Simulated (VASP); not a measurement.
# Mo in VASP: notebook, part 2 of 2

VASP 6.6.1. Earlier steps stand in the parts before.

## Step 5: Single point, r2SCAN

Input file POSCAR:

```
Mo
1.0
   -1.5629305333      1.5629305333      1.5946106031
    1.5629305333     -1.5629305333      1.5946106031
    1.5629305333      1.5629305333     -1.5946106031
Mo
1
Direct
    0.0000000000      0.0000000000      0.0000000000
```

Input file INCAR.step1:

```
SYSTEM = Mo
PREC = Accurate
ENCUT = 520
ISMEAR = -1
SIGMA = 0.05
LREAL = .False.
LASPH = .True.
NELM = 60
NBANDS = 13
GGA = PE
ALGO = Normal
EDIFF = 1E-4
LWAVE = .True.
LCHARG = .False.
```

Input file INCAR.step2:

```
SYSTEM = Mo
PREC = Accurate
ENCUT = 520
EDIFF = 1E-6
ISMEAR = -1
SIGMA = 0.05
LREAL = .False.
LASPH = .True.
NELM = 60
ALGO = Normal
ISIF = 2
LWAVE = .False.
LCHARG = .False.
METAGGA = R2SCAN
LMIXTAU = .True.
NBANDS = 13
ISTART = 1
```

Input file KPOINTS:

```
regular mesh
0
Gamma
  15 15 15
  0 0 0
```

Potentials or basis: VASP PAW PBE potentials, release 64 (Mo_sv).

On the command line:

```sh
cat potpaw_PBE.64/Mo_sv/POTCAR > POTCAR
cp INCAR.step1 INCAR
mpirun -np 1 vasp_std > vasp.out
cp INCAR.step2 INCAR
mpirun -np 1 vasp_std > vasp.out
```

OUTCAR:

```text
SYSTEM = Mo
   PREC = Accurate
   ENCUT = 520
   EDIFF = 1E-6
   ISMEAR = -1
   LREAL = .False.
   LASPH = .True.
   NELM = 60
   ISIF = 2
   METAGGA = R2SCAN
   ISTART = 1

 ion  position               nearest neighbor table
   1  0.000  0.000  0.000-

  LATTYP: Found a body centered tetragonal cell.
 ALAT       =     3.1258610666
 C/A-ratio  =     1.0202696595

  Lattice vectors:

 A1 = (  -1.5629305333,   1.5629305333,   1.5946106031)
 A2 = (   1.5629305333,  -1.5629305333,   1.5946106031)
 A3 = (   1.5629305333,   1.5629305333,  -1.5946106031)

Analysis of symmetry for initial positions (statically):
=====================================================================
 Subroutine PRICEL returns:
 Original cell was already a primitive cell.

 Routine SETGRP: Setting up the symmetry group for a
 body centered tetragonal supercell.

 Subroutine GETGRP returns: Found 16 space group operations
 (whereof 16 operations were pure point group operations)
 out of a pool of 16 trial point group operations.

The static configuration has the point symmetry D_4h.

Analysis of symmetry for dynamics (positions and initial velocities):
=====================================================================
 Subroutine PRICEL returns:
 Original cell was already a primitive cell.

 Routine SETGRP: Setting up the symmetry group for a
 body centered tetragonal supercell.

 Subroutine GETGRP returns: Found 16 space group operations
 (whereof 16 operations were pure point group operations)
 out of a pool of 16 trial point group operations.

The dynamic configuration has the point symmetry D_4h.

 Subroutine INISYM returns: Found 16 space group operations
 (whereof 16 operations are pure point group operations),
 and found     1 'primitive' translations

----------------------------------------------------------------------------------------

                                     Primitive cell
[... 114 lines left out ...]
   METAGGA = R2SCAN    functional components
   LHFCALC =     F    Hartree Fock is set to
   AEXX    =    0.0000 exact exchange contribution
   IVDW    =     0    specifies the selected vdW correction
   LEPSILON=     F    determine dielectric tensor
   LRPA    =     F    only Hartree local field effects (RPA)
 non-spin polarized calculation
  energy-cutoff  :      520.00
  volume of cell :       15.58
 maximum number of plane-waves:       432
   NGX = 11   NGY = 11   NGZ = 11

 number of electron      14.0000001 magnetization

 Free energy of the ion-electron system (eV)
  ---------------------------------------------------
  ext. energy  EPLUGINS =         0.00000000
  ---------------------------------------------------
  free energy    TOTEN  =       -26.07459613 eV

  energy without entropy =      -26.06977792  energy(sigma->0) =      -26.07218703

 E-fermi :  12.5603     XC(G=0): -14.6578

 val. band max:       12.5573648060   @ k =  -0.2000   0.2000   0.1333
 cond. band min:      12.5635365930   @ k =  -0.2667   0.3333   0.2667
 fundamental gap:      0.0061717869
 Fermi energy:        12.5603462423

 k-point     1 :       0.0000    0.0000    0.0000
  band No.  band energies     occupation
      1     -50.6255      2.00000
      2     -23.0907      2.00000
      3     -23.0877      2.00000
      4     -23.0877      2.00000
      5       4.9290      2.00000
      6      11.0933      2.00000
      7      11.0933      2.00000
      8      11.3381      2.00000
      9      14.3581      0.00000
     10      14.6740      0.00000
     11      27.8305      0.00000
     12      28.2453      0.00000
     13      28.2453      0.00000
[... 354 lines left out ...]
  band No.  band energies     occupation
      1     -50.4419      2.00000
      2     -24.0129      2.00000
      3     -23.3826      2.00000
      4     -23.1629      2.00000
      5       7.6354      2.00000
      6       9.9329      2.00000
      7      10.3794      2.00000
      8      13.5459      0.00000
      9      14.7848      0.00000
     10      15.1732      0.00000
     11      28.1238      0.00000
     12      29.2362      0.00000
     13      31.9410      0.00000

 [... further k-points ...]

------------------------ aborting loop because EDIFF is reached ----------------------------------------

  FORCE on cell =-STRESS in cart. coord.  units (eV):
  Direction    XX          YY          ZZ          XY          YZ          ZX
  --------------------------------------------------------------------------------------
  -------------------------------------------------------------------------------------
  Total        0.4410136      0.4410136     -0.1835535      0.0000000     -0.0000000      0.0000000
  in kB       45.3490929     45.3490929    -18.8746608      0.0000000     -0.0000000      0.0000000
  external PRESSURE =      23.9411750 kB  Pullay stress =       0.0000000 kB

 VOLUME and BASIS-vectors are now :
 -----------------------------------------------------------------------------
  energy-cutoff  :      520.00
  volume of cell :       15.58
      direct lattice vectors                 reciprocal lattice vectors
    -1.562930533  1.562930533  1.594610603     0.000000000  0.319911851  0.313556174
     1.562930533 -1.562930533  1.594610603     0.319911851  0.000000000  0.313556174
     1.562930533  1.562930533 -1.594610603     0.319911851  0.319911851  0.000000000

 POSITION                                       TOTAL-FORCE (eV/Angst)
 -----------------------------------------------------------------------------------
      0.00000      0.00000      0.00000         0.000000      0.000000     -0.000000
 -----------------------------------------------------------------------------------
    total drift:                                0.000000     -0.000000      0.000000

  FREE ENERGIE OF THE ION-ELECTRON SYSTEM (eV)
  ---------------------------------------------------
  free  energy   TOTEN  =       -26.0745961296 eV

  energy  without entropy=      -26.0697779206  energy(sigma->0) =      -26.07218703
```

Wall time 1.9 min (1 thread of Intel Xeon 6975P-C (Granite Rapids), shared host); peak memory 0.17 GiB.

What came out:

```
Free energy            : -26.0746 eV
Pressure               : 2.4 GPa
Band gap on the k mesh : zero (bands 7 and 8 overlap by 5.20 eV)
```

Levels at points of the mesh, in eV from the Fermi level:
```
           k point  band 4  band 5  band 6  band 7  band 8  band 9  band 10  band 11
(0.00, 0.00, 0.00)  -35.65   -7.63   -1.47   -1.47   -1.22    1.80     2.11    15.27
```

Caveat: the stress differs along the axes, from -2 to 5 GPa; the PAW data sets were made with another functional, which shifts forces and pressure a little.

## Step 6: Single point, r2SCAN

Input file POSCAR:

```
Mo
1.0
   -1.5839094667      1.5839094667      1.5526490066
    1.5839094667     -1.5839094667      1.5526490066
    1.5839094667      1.5839094667     -1.5526490066
Mo
1
Direct
    0.0000000000      0.0000000000      0.0000000000
```

INCAR.step1, as its differences from that of step 5:

```diff
@@ -7,3 +7,3 @@
 LASPH = .True.
-NELM = 60
+NELM = 80
 NBANDS = 13
```

INCAR.step2, as its differences from that of step 5:

```diff
@@ -3,3 +3,3 @@
 ENCUT = 520
-EDIFF = 1E-6
+EDIFF = 1E-7
 ISMEAR = -1
@@ -8,3 +8,3 @@
 LASPH = .True.
-NELM = 60
+NELM = 80
 ALGO = Normal
```

Input file KPOINTS:

```
Automatic mesh
0
Gamma
  15 15 15
  0 0 0
```

Potentials or basis: VASP PAW PBE potentials, release 64 (Mo_sv).

On the command line:

```sh
cat potpaw_PBE.64/Mo_sv/POTCAR > POTCAR
cp INCAR.step1 INCAR
mpirun -np 1 vasp_std > vasp.out
cp INCAR.step2 INCAR
mpirun -np 1 vasp_std > vasp.out
```

OUTCAR:

```text
SYSTEM = Mo
   PREC = Accurate
   ENCUT = 520
   EDIFF = 1E-7
   ISMEAR = -1
   LREAL = .False.
   LASPH = .True.
   NELM = 80
   ISIF = 2
   METAGGA = R2SCAN
   ISTART = 1

 ion  position               nearest neighbor table
   1  0.000  0.000  0.000-

  LATTYP: Found a body centered tetragonal cell.
 ALAT       =     3.1678189334
 C/A-ratio  =     0.9802637330

  Lattice vectors:

 A1 = (  -1.5839094667,   1.5839094667,   1.5526490066)
[... 563 lines left out ...]
     13      32.0826      0.00000

 [... further k-points ...]

------------------------ aborting loop because EDIFF is reached ----------------------------------------

  FORCE on cell =-STRESS in cart. coord.  units (eV):
  Direction    XX          YY          ZZ          XY          YZ          ZX
  --------------------------------------------------------------------------------------
  -------------------------------------------------------------------------------------
  Total        0.0139952      0.0139952      0.6718411      0.0000000     -0.0000000     -0.0000000
  in kB        1.4391167      1.4391167     69.0848993      0.0000000     -0.0000000     -0.0000000
  external PRESSURE =      23.9877109 kB  Pullay stress =       0.0000000 kB

 VOLUME and BASIS-vectors are now :
 -----------------------------------------------------------------------------
  energy-cutoff  :      520.00
  volume of cell :       15.58
      direct lattice vectors                 reciprocal lattice vectors
    -1.583909467  1.583909467  1.552649007     0.000000000  0.315674608  0.322030284
     1.583909467 -1.583909467  1.552649007     0.315674608  0.000000000  0.322030284
     1.583909467  1.583909467 -1.552649007     0.315674608  0.315674608  0.000000000

 POSITION                                       TOTAL-FORCE (eV/Angst)
 -----------------------------------------------------------------------------------
      0.00000      0.00000      0.00000        -0.000000     -0.000000     -0.000000
 -----------------------------------------------------------------------------------
    total drift:                                0.000000      0.000000      0.000000

  FREE ENERGIE OF THE ION-ELECTRON SYSTEM (eV)
  ---------------------------------------------------
  free  energy   TOTEN  =       -26.0744665078 eV

  energy  without entropy=      -26.0695545362  energy(sigma->0) =      -26.07201052
```

OSZICAR.step1:

```text
N       E                     dE             d eps       ncg     rms          rms(c)
DAV:   1     0.912731921661E+02    0.91273E+02   -0.80332E+03  7552   0.110E+03
DAV:   2    -0.104299781652E+02   -0.10170E+03   -0.97869E+02  8628   0.311E+02
DAV:   3    -0.115783472107E+02   -0.11484E+01   -0.11449E+01  8368   0.327E+01
DAV:   4    -0.115809636851E+02   -0.26165E-02   -0.26164E-02  8453   0.190E+00
DAV:   5    -0.115809804641E+02   -0.16779E-04   -0.16779E-04  8293   0.136E-01    0.148E+01
DAV:   6    -0.110115758182E+02    0.56940E+00   -0.70679E-01  7683   0.103E+01    0.408E+00
DAV:   7    -0.109319436407E+02    0.79632E-01   -0.14288E-01  8328   0.444E+00    0.940E-01
DAV:   8    -0.109281065196E+02    0.38371E-02   -0.39747E-03  7828   0.802E-01    0.201E-01
DAV:   9    -0.109281789453E+02   -0.72426E-04   -0.79458E-05  5414   0.116E-01
   1 F= -.10928179E+02 E0= -.10925321E+02  d E =-.571639E-02
```

Wall time 2.4 min (1 thread of Intel Xeon 6975P-C (Granite Rapids), shared host); peak memory 0.17 GiB.

What came out:

- Free energy: -26.0745 eV
- Pressure: 2.4 GPa
- Band gap on the k mesh: zero (bands 7 and 8 overlap by 5.25 eV)

Caveat: the stress differs along the axes, from 0 to 7 GPa; the PAW data sets were made with another functional, which shifts forces and pressure a little.

## Step 7: Overview

```tsv
cell	gap on the mesh (eV)	pressure (GPa)
a = 2.725 Å, angles 109.5°, 1 atom	none	2.4
a = 2.727 Å, angles 111.1, 111.1, 106.2°, 1 atom	none	2.7
a = 2.726 Å, angles 110.6, 110.6, 107.3°, 1 atom	none	2.5
a = 2.725 Å, angles 110.0, 110.0, 108.4°, 1 atom	none	2.4
a = 2.725 Å, angles 108.9, 108.9, 110.5°, 1 atom	none	2.4
```

Alike in all rows: task single point; level r2SCAN; potentials or basis VASP PAW PBE potentials, release 64 (Mo_sv); no spin polarisation; k mesh 15 × 15 × 15; cutoff (eV) 520; smearing fermi-dirac 0.05 eV.

Caveats: the PAW data sets were made with another functional, which shifts forces and pressure a little; the stress differs along the axes, from -10 to 9 GPa (at least some runs); the stress differs along the axes, from -6 to 7 GPa (at least some runs); the stress differs along the axes, from -2 to 5 GPa (at least some runs); the stress differs along the axes, from 0 to 7 GPa (at least some runs).

Absolute energies hang on the potentials; compare differences alone.
